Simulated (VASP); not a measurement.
A run of VASP 6.6.1:

INCAR

```
PREC = Accurate
ENCUT = 520
EDIFF = 1E-6
ISMEAR = 0
SIGMA = 0.1
LREAL = False
LASPH = True
NELM = 150
ALGO = Normal
ISIF = 2
LWAVE = False
LCHARG = False
ISPIN = 2
MAGMOM = 0 0 0 3
LORBIT = 11
LMAXMIX = 4
GGA = CA
NBANDS = 38
```

File KPOINTS:

```
regular mesh
0
Gamma
  6 6 6
```

File POSCAR:

```
Nb3Cr
1.0
    0.0000000000      3.2188900000      3.2188900000
    3.2188900000      0.0000000000      3.2188900000
    3.2188900000      3.2188900000      0.0000000000
Nb Cr
3 1
Direct
    0.7500000000      0.7500000000      0.7500000000
    0.2500000000      0.2500000000      0.2500000000
    0.5000000000      0.5000000000      0.5000000000
    0.0000000000      0.0000000000      0.0000000000
```

Potentials or basis: VASP PAW LDA potentials, release 64 (Nb_sv, Cr_pv).

The run is started by

```console
$ cat potpaw_LDA.64/Nb_sv/POTCAR potpaw_LDA.64/Cr_pv/POTCAR > POTCAR
$ mpirun -np 1 vasp_std > vasp.out
```

Hardware: 1 thread of Intel Xeon 8259CL, with other jobs on the host.

Q: Estimate the wall time of this run.

A: It took 2.1 min on 1 thread of Intel Xeon 8259CL, on a shared host, peak memory 0.22 GiB. Counts: scf iterations 19, k points 16.
